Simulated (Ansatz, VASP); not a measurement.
One calculation of KMgF3, two programs

```
K Mg F
1.0
     3.97847    0.00000    0.00000
     0.00000    3.97847    0.00000
     0.00000    0.00000    3.97847
K Mg F
1 1 3
Cartesian
  1.9892 1.9892 1.9892
  0.0000 0.0000 0.0000
  0.0000 1.9892 0.0000
  0.0000 0.0000 1.9892
  1.9892 0.0000 0.0000
```

Alike in both runs: task single point; functional PBE; k mesh 4 × 4 × 4; occupations gaussian, width 0.1 eV; no spin polarisation.

|  | VASP | Ansatz |
| --- | --- | --- |
| version | VASP 6.6.1 | Ansatz 0.2.0 |
| potentials or method | VASP PAW PBE potentials, release 64 (K_sv, Mg, F), cutoff 600 eV | scalar-relativistic, plane waves, PAW |
| valence electrons in the cell | 32 | 40 |

VASP gave:

| Item | Value |
| --- | --- |
| gap on the k mesh at the Fermi level (eV) | 7.35 |
| least direct gap on the mesh (eV) | 7.67 |
| pressure (GPa) | 3.7 |

What did Ansatz give for the same quantities?

gap on the k mesh at the Fermi level (eV): 7.38; least direct gap on the mesh (eV): 7.70; pressure (GPa): 4.3.

With one functional, cell and mesh, what is left measures potentials, basis and numerics. VASP's potentials hold 32 valence electrons a cell and Ansatz's 40, so a difference there can come from the potentials and not from the codes.
